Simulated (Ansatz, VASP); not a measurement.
Al5P2 in VASP and in Ansatz

```
Al P
1.0
     0.00000    4.03499    4.03499
     4.03499    0.00000    4.03499
     4.03499    4.03499    0.00000
Al P
5 2
Direct
  0.50000 0.50000 0.50000
  0.92022 0.92022 0.92022
  0.92022 0.92022 0.23934
  0.92022 0.23934 0.92022
  0.23934 0.92022 0.92022
  0.25000 0.25000 0.25000
  0.75000 0.75000 0.75000
```

Alike in both runs: task relaxation of cell and atoms; functional PBE; k mesh 4 × 4 × 4; occupations gaussian, width 0.2 eV; no spin polarisation.

|  | VASP | Ansatz |
| --- | --- | --- |
| version | VASP 6.6.1 | Ansatz 0.2.0 |
| potentials or method | VASP PAW PBE potentials, release 64 (Al, P), cutoff 500 eV | scalar-relativistic, plane waves, PAW |
| valence electrons in the cell | 25 | 25 |

|  | VASP | Ansatz | Ansatz less VASP |
| --- | --- | --- | --- |
| gap on the k mesh at the Fermi level, each at its own relaxed structure (eV) | none | none | - |
| relaxed volume (Å³/atom) | 24.49 | 24.17 | -0.326 |
| relaxed cell length with the largest relative difference (Å) | 6.235 | 6.208 | -0.0277 |

A gap of «none» marks a metal or a gap that the smearing closes.

Noted on VASP's run: the volume moved by over 15 % at a fixed basis, so the end points are rough.
